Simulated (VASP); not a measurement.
Here is a VASP 6.6.1 calculation.

INCAR

```
ALGO = Normal
EDIFF = 1E-6
ENCUT = 520
GGA = PE
ISIF = 2
ISMEAR = 0
LASPH = T
LCHARG = F
LREAL = F
LWAVE = F
NBANDS = 28
NELM = 100
PREC = Accurate
SIGMA = 0.01
```

The input KPOINTS:

```
k-points
0
Gamma
  4 4 4
```

Contents of POSCAR:

```
PbO
1.0
    3.9804039041      0.0000000000      0.0000000000
    0.0000000000      3.9804039041      0.0000000000
    0.0000000000      0.0000000000      5.0009130147
Pb O
2 2
Direct
    0.0000000000      0.5000000000      0.2366325594
    0.5000000000      0.0000000000      0.7633674406
    0.0000000000      0.0000000000      0.0000000000
    0.5000000000      0.5000000000      0.0000000000
```

Potentials or basis: VASP PAW PBE potentials, release 64 (Pb_d, O).

The run is started by

```bash
$ cat potpaw_PBE.64/Pb_d/POTCAR potpaw_PBE.64/O/POTCAR > POTCAR
$ mpirun -np 1 vasp_std > vasp.out
```

(1) Predict the largest force.

(2) Predict the pressure.

(3) Predict the band gap on the k mesh.

Answers

(1) 0.398 eV/Å.

(2) 4.6 GPa.

(3) 1.23 eV, indirect (least direct gap 2.27 eV).

Caveat: spin-orbit coupling is left out, which moves the levels of the heavy elements.
